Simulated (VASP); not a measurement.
# Rb: single point with revPBE

Crystal: Rb.

```xyz
1
Lattice="-2.9128 2.9128 2.9128 2.9128 -2.9128 2.9128 2.9128 2.9128 -2.9128" Properties=species:S:1:pos:R:3 pbc="T T T"
Rb    0.0000    0.0000    0.0000
```

```json
{"Program": "VASP 6.6.1", "Task": "single point", "Functional": "revPBE", "Potentials or basis": "VASP PAW PBE potentials, release 64 (Rb_sv)", "Cutoff": "520 eV", "k mesh": "7 × 7 × 7", "Occupations": "fermi-dirac, width 0.05 eV", "Spin": "no spin polarisation", "Dipole correction": "no", "Further INCAR settings": "ALGO = Normal; EDIFF = 1e-06; NBANDS = 10"}
```

```json
{"Pressure": "0.0 GPa"}
```

Levels at points of the mesh, in eV from the Fermi level:
```csv
k point,band 3,band 4,band 5,band 6,band 7,band 8
"(0.00, 0.00, 0.00)",-13.05,-13.05,-1.85,3.65,3.65,3.65
```

Run time: 14 s on 1 thread of Intel(R) Xeon(R) Platinum 8488C (Sapphire Rapids), with other jobs on the host, peak memory 0.23 GiB.

Caveat: the PAW data sets were made with another functional, which shifts forces and pressure a little.
